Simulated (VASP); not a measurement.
Here is a VASP 6.6.1 calculation.

File INCAR:

```
  PREC = Accurate
  ENCUT = 600
  EDIFF = 1E-6
  ISMEAR = -1
  SIGMA = 0.05
  LREAL = False
  LASPH = True
  NELM = 80
  ALGO = Normal
  ISIF = 3
  LWAVE = False
  LCHARG = False
  GGA = PE
  IBRION = 2
  NSW = 45
  EDIFFG = -0.005
```

File KPOINTS:

```
regular mesh
0
Gamma
  16 16 16
```

The input POSCAR:

```
Hf
1.0
   -1.7726572728      1.7726572728      1.7726572728
    1.7726572728     -1.7726572728      1.7726572728
    1.7726572728      1.7726572728     -1.7726572728
Hf
1
Direct
    0.0000000000      0.0000000000      0.0000000000
```

Potentials or basis: VASP PAW PBE potentials, release 64 (Hf_pv).

Run with:

```console
$ cat potpaw_PBE.64/Hf_pv/POTCAR > POTCAR
$ mpirun -np 1 vasp_std > vasp.out
```

(1) What does it give for the relaxed volume?

(2) Predict the relaxed cell.

## Answers

(1) 22.20 Å³/atom.

(2) a = 3.067 Å, b = 3.067 Å, c = 3.067 Å, α = 109.47°, β = 109.47°, γ = 109.47°.
